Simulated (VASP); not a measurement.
Set up this calculation in VASP 6.6.1, as the native input.

| Property | Result |
| --- | --- |
| Task | single point |
| Functional | LDA |
| Potentials or basis | VASP PAW LDA potentials, release 64 (Ba_sv, Rh_pv, O) |
| Cutoff | 520 eV |
| k mesh | 9 × 9 × 9 |
| Occupations | fermi-dirac, width 0.02 eV |
| Spin | no spin polarisation |
| Dipole correction | no |
| Further INCAR settings | ALGO = Normal; EDIFF = 1e-06; NBANDS = 30 |

The structure of BaRhO3 lies in POSCAR:

```
BaRhO3
1.0
    4.1490426667      0.0000000000      0.0000000000
    0.0000000000      4.1490426667      0.0000000000
    0.0000000000      0.0000000000      3.9874101887
Ba Rh O
1 1 3
Direct
    0.0000000000      0.0000000000      0.0000000000
    0.5000000000      0.5000000000      0.5000000000
    0.5000000000      0.0000000000      0.5000000000
    0.0000000000      0.5000000000      0.5000000000
    0.5000000000      0.5000000000      0.0000000000
```

The input as run:

INCAR

```
SYSTEM = BaRhO3
PREC     = Accurate       ! precision mode
ENCUT    = 520            ! plane-wave cutoff, eV
EDIFF    = 1E-6           ! SCF threshold, eV
ISMEAR   = -1             ! smearing method
SIGMA    = 0.02           ! smearing width, eV
LREAL    = .FALSE.        ! projectors in reciprocal space
LASPH    = .TRUE.         ! aspherical terms in the spheres
NELM     = 80             ! most SCF steps
ALGO     = Normal         ! electronic algorithm
ISIF     = 2              ! what is computed and relaxed
LWAVE    = .FALSE.        ! write WAVECAR
LCHARG   = .TRUE.         ! write CHGCAR
GGA      = CA             ! functional
LELF     = .TRUE.         ! ELF
LVHAR    = .TRUE.       
NBANDS   = 30             ! bands
```

KPOINTS

```
regular mesh
0
G
  9 9 9
  0 0 0
```

Potentials or basis: VASP PAW LDA potentials, release 64 (Ba_sv, Rh_pv, O).

Launch:

```bash
$ cat potpaw_LDA.64/Ba_sv/POTCAR potpaw_LDA.64/Rh_pv/POTCAR potpaw_LDA.64/O/POTCAR > POTCAR
$ mpirun -np 1 vasp_std > vasp.out
```

It gave:

```json
{
 "Pressure": "-14.3 GPa",
 "Band gap on the k mesh": "zero (an odd number of electrons rules out a gap without spin polarisation)"
}
```

Caveat: the cell stands under tension; spin-orbit coupling is left out, which moves the levels of the heavy elements; an odd number of electrons without spin polarisation forces a metal; a magnetic or distorted state may lie lower.

Wall time 120 s on 1 thread of Intel Xeon 8259CL (shared host), peak memory 0.27 GiB.
